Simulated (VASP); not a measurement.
# Si4Se (P-6m2) in VASP: further runs

Si4Se is run at these levels: PBE; tasks: single point, relaxation of cell and atoms.

All numbers are computed with VASP 6.6.1; they aren't measurements. Logs are shortened: lines on timing, memory, paths and dates and some standing lists are left out, and cuts for length are marked.

## (1) The cell of the first run

It takes space group P-6m2 (No. 187, hexagonal). Conventional cell: a = 3.967 Å, b = 3.967 Å, c = 6.889 Å, α = 90.00°, β = 90.00°, γ = 120.00°. Si (site symmetry mm2) has 6 Si at 1.91 to 2.05 Å within 2.5 Å. Si (site symmetry -6m2) has 6 Si at 1.98 Å within 2.6 Å. Within 4.8 Å of Se (site symmetry -6m2) lie 24 Si at 3.62 to 4.61 Å and 6 Se at 3.97 Å.

## (2) Single point, PBE

The input, INCAR:

```
SYSTEM = Si4Se
PREC = Accurate ; ENCUT = 520
EDIFF = 1E-6 ; ISMEAR = 0
SIGMA = 0.1 ; LREAL = .False.
LASPH = .True. ; NELM = 80
ALGO = Normal ; ISIF = 2
LWAVE = .False. ; LCHARG = .True.
GGA = PE ; LELF = .True.
LVHAR = .True. ; NBANDS = 19
```

The input, KPOINTS:

```
regular mesh
0
Gamma
  6 6 4
  0 0 0
```

The input, POSCAR:

```
Si4Se
1.0
    3.9669441800      0.0000000000      0.0000000000
   -1.9834720900      3.4354744300      0.0000000000
    0.0000000000      0.0000000000      6.8891434600
Si Se
4 1
Direct
    0.8393208000      0.1606792000      0.0000000000
    0.8393208000      0.6786416100      0.0000000000
    0.3213583900      0.1606792000      0.0000000000
    0.3333333300      0.6666666700      0.0000000000
    0.0000000000      0.0000000000      0.5000000000
```

Potentials or basis: VASP PAW PBE potentials, release 64 (Si, Se).

Run with:

```bash
> cat potpaw_PBE.64/Si/POTCAR potpaw_PBE.64/Se/POTCAR > POTCAR
> mpirun -np 1 vasp_std > vasp.out
```

OUTCAR:

```text
SYSTEM = Si4Se
   PREC = Accurate
   ENCUT = 520
   EDIFF = 1E-6
   ISMEAR = 0
   LREAL = .False.
   LASPH = .True.
   NELM = 80
   ISIF = 2
   GGA = PE

 ion  position               nearest neighbor table
   1  0.839  0.161  0.000-   2 1.91   3 1.91   4 1.98   4 1.98   2 2.05   3 2.05
   2  0.839  0.679  0.000-   1 1.91   3 1.91   4 1.98   4 1.98   1 2.05   3 2.05
   3  0.321  0.161  0.000-   2 1.91   1 1.91   4 1.98   4 1.98   2 2.05   1 2.05
   4  0.333  0.667  0.000-   1 1.98   3 1.98   1 1.98   3 1.98   2 1.98   2 1.98
   5  0.000  0.000  0.500-

  LATTYP: Found a hexagonal cell.
 ALAT       =     3.9669441800
 C/A-ratio  =     1.7366373580

  Lattice vectors:

 A1 = (   3.9669441800,   0.0000000000,   0.0000000000)
 A2 = (  -1.9834720900,   3.4354744300,   0.0000000000)
 A3 = (   0.0000000000,   0.0000000000,   6.8891434600)

Analysis of symmetry for initial positions (statically):
=====================================================================
 Subroutine PRICEL returns:
 Original cell was already a primitive cell.

 Routine SETGRP: Setting up the symmetry group for a
 hexagonal supercell.

 Subroutine GETGRP returns: Found 12 space group operations
 (whereof 12 operations were pure point group operations)
 out of a pool of 24 trial point group operations.

The static configuration has the point symmetry D_3h.

Analysis of symmetry for dynamics (positions and initial velocities):
=====================================================================
 Subroutine PRICEL returns:
 Original cell was already a primitive cell.

 Routine SETGRP: Setting up the symmetry group for a
 hexagonal supercell.

 Subroutine GETGRP returns: Found 12 space group operations
 (whereof 12 operations were pure point group operations)
 out of a pool of 24 trial point group operations.

The dynamic configuration has the point symmetry D_3h.

 Subroutine INISYM returns: Found 12 space group operations
 (whereof 12 operations are pure point group operations),
 and found     1 'primitive' translations

----------------------------------------------------------------------------------------

                                     Primitive cell

[... 88 lines left out ...]
   LSORBIT =      F    spin-orbit coupling
   LASPH  =      T    aspherical Exc in radial PAW
   ENCUT  =  520.0 eV  38.22 Ry    6.18 a.u.   7.38  7.38 12.81*2*pi/ulx,y,z
   NELM   =     80;   NELMIN=  2; NELMDL= -5     # of ELM steps
   EDIFF  = 0.1E-05   stopping-criterion for ELM
   LREAL  =      F    real-space projection
   EDIFFG = 0.1E-04   stopping-criterion for IOM
   NSW    =      0    number of steps for IOM
   IBRION =     -1    ionic relax: 0-MD 1-quasi-New 2-CG
   NFREE  =      0    steps in history (QN), initial steepest desc. (CG)
   ISIF   =      2    stress and relaxation
   ISYM   =      2    0-nonsym 1-usesym 2-fastsym
   POTIM  = 0.5000    time-step for ionic-motion
   TEBEG  =    0.0;   TEEND  =   0.0 temperature during run
   PSTRESS=    0.0 pullay stress
   NELECT =      22.0000    total number of electrons
   NUPDOWN=      -1.0000    fix difference up-down
   EMIN   =  10.00;   EMAX   =-10.00  energy-range for DOS
   EFERMI =   0.00;   METHOD = LEGACY
   ISMEAR =     0;   SIGMA  =   0.10  broadening in eV -4-tet -1-fermi 0-gaus
   EFERMI_NEDOS =   21; number of points for ismear=-14 and -15
   IALGO  =     38    algorithm
   IMIX   =      4    mixing-type and parameters
     AMIX     =   0.40;   BMIX     =  1.00
     AMIX_MAG =   1.60;   BMIX_MAG =  1.00
  volume/ion in A,a.u.               =      18.78       126.72
  Fermi-wavevector in a.u.,A,eV,Ry     =   1.009283  1.907269 13.859610  1.018653
  Thomas-Fermi vector in A             =   2.142202
   LORBIT       =      0    0 simple, 1 ext, 2 COOP (PROOUT), +10 PAW based schemes
   GGA     = PE    functional components
   LHFCALC =     F    Hartree Fock is set to
   AEXX    =    0.0000 exact exchange contribution
   IVDW    =     0    specifies the selected vdW correction
   LEPSILON=     F    determine dielectric tensor
   LRPA    =     F    only Hartree local field effects (RPA)
 non-spin polarized calculation
 Gauss-broadening in eV      SIGMA  =   0.10
  energy-cutoff  :      520.00
  volume of cell :       93.89
 maximum number of plane-waves:      2554
 NGX is ok and might be reduce to    30
   NGX = 15   NGY = 15   NGZ = 25

 number of electron      22.0000001 magnetization

 Free energy of the ion-electron system (eV)
  ---------------------------------------------------
  ext. energy  EPLUGINS =         0.00000000
  ---------------------------------------------------
  free energy    TOTEN  =        -7.68184333 eV

  energy without entropy =       -7.64829410  energy(sigma->0) =       -7.66506871

 E-fermi :   5.2137     XC(G=0):  -9.2887

 val. band max:        5.2057962055   @ k =   0.3333   0.1667   0.2500
 cond. band min:       5.2178023445   @ k =   0.3333   0.0000   0.5000
 fundamental gap:      0.0120061390
 Fermi energy:         5.2136673666

 k-point     1 :       0.0000    0.0000    0.0000
  band No.  band energies     occupation
      1     -11.9858      2.00000
      2      -6.3627      2.00000
      3      -2.4640      2.00000
      4      -2.4281      2.00000
      5      -2.4281      2.00000
      6      -1.8662      2.00000
[... 439 lines left out ...]
      6       0.9042      2.00000
[... 11 lines left out ...]
     18      11.7191      0.00000
     19      12.8248      0.00000

------------------------ aborting loop because EDIFF is reached ----------------------------------------

  FORCE on cell =-STRESS in cart. coord.  units (eV):
  Direction    XX          YY          ZZ          XY          YZ          ZX
  --------------------------------------------------------------------------------------
  -------------------------------------------------------------------------------------
  Total       68.4228547     68.4228545     -3.5287697      0.0000000      0.0000000      0.0000000
  in kB     1167.6259371   1167.6259335    -60.2179346      0.0000000      0.0000000      0.0000000
  external PRESSURE =     758.3446453 kB  Pullay stress =       0.0000000 kB

 VOLUME and BASIS-vectors are now :
 -----------------------------------------------------------------------------
  energy-cutoff  :      520.00
  volume of cell :       93.89
      direct lattice vectors                 reciprocal lattice vectors
     3.966944180  0.000000000  0.000000000     0.252083204  0.145540306  0.000000000
    -1.983472090  3.435474430  0.000000000     0.000000000  0.291080612  0.000000000
     0.000000000  0.000000000  6.889143460     0.000000000  0.000000000  0.145155926

 POSITION                                       TOTAL-FORCE (eV/Angst)
 -----------------------------------------------------------------------------------
      3.01084      0.55201      0.00000        -5.487677      3.168312      0.000000
      1.98347      2.33146      0.00000        -0.000000     -6.336624     -0.000000
      0.95611      0.55201      0.00000         5.487677      3.168312      0.000000
     -0.00000      2.29032      0.00000         0.000000     -0.000000      0.000000
      0.00000      0.00000      3.44457         0.000000      0.000000      0.000000
 -----------------------------------------------------------------------------------
    total drift:                               -0.000006      0.000003      0.000000

  FREE ENERGIE OF THE ION-ELECTRON SYSTEM (eV)
  ---------------------------------------------------
  free  energy   TOTEN  =        -7.6818433315 eV

  energy  without entropy=       -7.6482940963  energy(sigma->0) =       -7.66506871
```

Wall time 60 s (1 thread of Intel Xeon Platinum 8375C at 2.90GHz (Ice Lake), shared host); peak memory 0.22 GiB.

What came out:

```yaml
Free_energy: -7.6818 eV
Pressure: 75.8 GPa
Largest_force: 6.337 eV/Å
Band_gap_on_the_k_mesh: zero (band 11 reaches 5.83 eV, above the bottom of band 12 at 4.46 eV)
```

Forces on the atoms (eV/Å):
```
Si  -5.488  3.168  0.000
Si   0.000 -6.337  0.000
Si   5.488  3.168  0.000
Si   0.000  0.000  0.000
Se   0.000  0.000  0.000
```

Stress tensor (GPa, compression positive):
```
116.76   0.00   0.00
  0.00 116.76   0.00
  0.00   0.00  -6.02
```

Caveat: forces of over 1 eV/Å act on the atoms, so gaps and moduli don't describe the material at rest.

## (3) Single point, PBE

This run uses another cell than the first one, of 21.04 Å³/atom, 1.121 times its volume.

The input, INCAR:

```
SYSTEM = Si4Se
PREC = Accurate
ENCUT = 520
EDIFF = 1E-6
ISMEAR = 0
SIGMA = 0.1
LREAL = .False.
LASPH = .True.
NELM = 60
ALGO = Normal
ISIF = 2
LWAVE = .False.
LCHARG = .True.
GGA = PE
LELF = .True.
LVHAR = .True.
NBANDS = 19
```

KPOINTS is that of step 2.

The input, POSCAR:

```
Si4Se
1.0
    5.1305121071      0.0000000000      0.0000000000
   -2.5652560535      4.4431538192      0.0000000000
    0.0000000000      0.0000000000      4.6151703443
Si Se
4 1
Direct
    0.8314152486      0.1685847514      0.0000000000
    0.8314152486      0.6628304972      0.0000000000
    0.3371695028      0.1685847514      0.0000000000
    0.3333333333      0.6666666667      0.0000000000
    0.0000000000      0.0000000000      0.5000000000
```

Potentials or basis: VASP PAW PBE potentials, release 64 (Si, Se).

Run with:

```bash
> cat potpaw_PBE.64/Si/POTCAR potpaw_PBE.64/Se/POTCAR > POTCAR
> mpirun -np 1 vasp_std > vasp.out
```

It took 41 s on 1 thread of Intel Xeon Platinum 8375C at 2.90GHz (Ice Lake), shared host; peak memory 0.23 GiB.

It converged, with:

```
Free energy            : -21.9170 eV
Pressure               : 0.2 GPa
Largest force          : 0.011 eV/Å
Band gap on the k mesh : zero (band 11 reaches 6.28 eV, above the bottom of band 12 at 4.84 eV)
```

Forces in eV/Å, atoms in the order of the input:
```
Si   0.010 -0.006  0.000
Si   0.000  0.011  0.000
Si  -0.010 -0.006  0.000
Si   0.000  0.000  0.000
Se   0.000  0.000  0.000
```

Stress tensor (GPa, compression positive):
```
0.21 0.00 0.00
0.00 0.21 0.00
0.00 0.00 0.09
```

Levels at points of the mesh, in eV from the Fermi level:
```tsv
k point	band 8	band 9	band 10	band 11	band 12	band 13	band 14	band 15
(0.00, 0.00, 0.00)	-5.31	-4.69	-0.58	-0.58	0.02	1.61	1.61	3.25
(0.50, 0.00, 0.00)	-2.19	-1.82	-0.31	-0.19	0.55	0.77	0.93	1.01
(0.00, 0.00, 0.50)	-4.97	-3.40	-3.40	-2.81	0.96	1.93	2.46	2.46
(0.50, 0.00, 0.50)	-1.20	-1.13	-0.32	-0.06	0.17	1.03	1.37	2.11
```

## (4) Relaxation of cell and atoms, PBE

The input, INCAR:

```
SYSTEM = Si4Se
ALGO     = Normal         ! electronic algorithm
EDIFF    = 1E-6           ! SCF threshold, eV
EDIFFG   = -0.04          ! ionic threshold
ENCUT    = 600            ! plane-wave cutoff, eV
GGA      = PE             ! functional
IBRION   = 2              ! ionic algorithm
ISIF     = 3              ! what is computed and relaxed
ISMEAR   = 0              ! smearing method
LASPH    = .True.         ! aspherical terms in the spheres
LCHARG   = .False.        ! write CHGCAR
LREAL    = .False.        ! projectors in reciprocal space
LWAVE    = .False.        ! write WAVECAR
NELM     = 100            ! most SCF steps
NSW      = 90             ! ionic steps
PREC     = Accurate       ! precision mode
SIGMA    = 0.1            ! smearing width, eV
```

The input, KPOINTS:

```
k-points
0
Gamma
  6 6 4
  0 0 0
```

The input, POSCAR:

```
Si4Se
1.0
    3.9669441800      0.0000000000      0.0000000000
   -1.9834720900      3.4354744300      0.0000000000
    0.0000000000      0.0000000000      6.8891434600
Si Se
4 1
Direct
    0.8393208000      0.1606792000      0.0000000000
    0.8393208000      0.6786416100      0.0000000000
    0.3213583900      0.1606792000      0.0000000000
    0.3333333300      0.6666666700      0.0000000000
    0.0000000000      0.0000000000      0.5000000000
```

Run with:

```bash
> cat potpaw_PBE.64/Si/POTCAR potpaw_PBE.64/Se/POTCAR > POTCAR
> mpirun -np 1 vasp_std > vasp.out
```

It took 6.9 min on 1 thread of Intel Xeon Platinum 8375C at 2.90GHz (Ice Lake), shared host; peak memory 0.25 GiB.

It converged, with:

```
Free energy                            : -21.9122 eV
Relaxed volume                         : 21.06 Å³/atom
Relaxed cell                           : a = 5.133 Å, b = 5.133 Å, c = 4.614 Å, α = 90.00°, β = 90.00°, γ = 120.00°
Space group after relaxing (to 0.05 Å) : P-6m2 (No. 187)
Energy gained by relaxing              : 2846.0 meV/atom
Ionic steps                            : 20
Pressure after relaxing                : 0.1 GPa
Largest force after relaxing           : 0.019 eV/Å
Band gap on the k mesh                 : zero (band 11 reaches 6.28 eV, above the bottom of band 12 at 4.83 eV)
```

Forces on the atoms (eV/Å):
```
Si   0.016 -0.009  0.000
Si   0.000  0.019  0.000
Si  -0.016 -0.009  0.000
Si   0.000  0.000  0.000
Se   0.000  0.000  0.000
```

The path:
```csv
step,energy change (eV),largest force (eV/Å),pressure (GPa),volume (Å³)
1,0.0000,6.3369,75.83,93.89
2,-8.2519,0.5617,-5.46,249.96
3,-9.0713,0.1190,-5.43,228.48
4,-9.6796,0.3318,-5.26,212.10
5,-11.0439,3.8860,0.77,147.48
6,-11.0460,2.9292,-1.40,159.77
7,-11.0649,3.1513,-0.79,156.47
8,-12.0669,0.8133,-5.97,156.30
9,-12.2657,0.5324,-6.64,155.98
10,-12.5998,0.3829,-7.21,154.91
11,-13.5720,1.4022,-1.73,126.47
12,-13.5725,1.4291,-1.65,126.26
13,-13.8628,0.8575,-1.58,118.55
14,-14.1232,0.8319,-1.01,109.94
15,-13.7975,0.3664,6.85,93.48
16,-14.2019,0.4700,0.59,104.70
17,-14.2021,0.4047,0.89,103.92
18,-14.2284,0.0736,-0.33,106.03
19,-14.2288,0.0204,-0.21,105.79
20,-14.2298,0.0190,0.10,105.29
```

Final structure:
```xyz
5
Lattice="5.1333 0.0000 0.0000 -2.5666 4.4456 0.0000 0.0000 0.0000 4.6141" Properties=species:S:1:pos:R:3 pbc="T T T"
Si    3.8347    0.7497    0.0000
Si    2.5666    2.9461    0.0000
Si    1.2986    0.7497    0.0000
Si    0.0000    2.9637    0.0000
Se    0.0000    0.0000    2.3070
```

Levels at points of the mesh, in eV from the Fermi level:
| k point | band 8 | band 9 | band 10 | band 11 | band 12 | band 13 | band 14 | band 15 |
| --- | --- | --- | --- | --- | --- | --- | --- | --- |
| (0.00, 0.00, 0.00) | -5.30 | -4.69 | -0.57 | -0.57 | 0.02 | 1.61 | 1.61 | 3.25 |
| (0.50, 0.00, 0.00) | -2.19 | -1.81 | -0.30 | -0.19 | 0.55 | 0.78 | 0.93 | 1.01 |
| (0.00, 0.00, 0.50) | -4.97 | -3.40 | -3.40 | -2.81 | 0.97 | 1.92 | 2.46 | 2.46 |
| (0.50, 0.00, 0.50) | -1.19 | -1.13 | -0.32 | -0.06 | 0.17 | 1.03 | 1.37 | 2.12 |

[end of part 1 of 2]
